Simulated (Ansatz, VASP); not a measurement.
# Two plane-wave programs on HfSnSe4

```
Hf Sn Se
1.0
     3.82071    0.00000    0.00000
    -1.91035    3.30883    0.00000
     0.00000    0.00000   14.10920
Hf Sn Se
1 1 4
Direct
  0.00000 0.00000 0.50000
  0.00000 0.00000 0.00000
  0.66667 0.33333 0.88580
  0.66667 0.33333 0.38976
  0.33333 0.66667 0.61024
  0.33333 0.66667 0.11420
```

Change from the starting cell: relaxed end of: species swapped into the ZrTiS4 type (P-3m1, No. 164).

Alike in both runs: functional PBE; k mesh 12 × 12 × 4; occupations gaussian, width 0.02 eV; no spin polarisation.

Ansatz relaxed the structure, and its values are those at the end. VASP's run is a single point on that final structure, the one shown.

|  | VASP | Ansatz |
| --- | --- | --- |
| version | VASP 6.6.1 | Ansatz 0.2.0 |
| potentials or method | VASP PAW PBE potentials, release 64 (Hf_pv, Sn_d, Se), cutoff 520 eV | scalar-relativistic, plane waves, PAW |
| valence electrons in the cell | 48 | 104 |

|  | VASP | Ansatz | Ansatz less VASP |
| --- | --- | --- | --- |
| gap on the k mesh at the Fermi level (eV) | 0.47 | 0.46 | -0.008 |
| least direct gap on the mesh (eV) | 1.06 | 1.07 | +0.003 |
| pressure (GPa) | -0.1 | 0.0 | +0.11 |
| rms of the force components (eV/Å) | 0.017 | 0.002 | -0.0150 |

VASP's potentials hold 48 valence electrons a cell and Ansatz's 104, so a difference there can come from the potentials and not from the codes.

Spin-orbit coupling is off throughout.
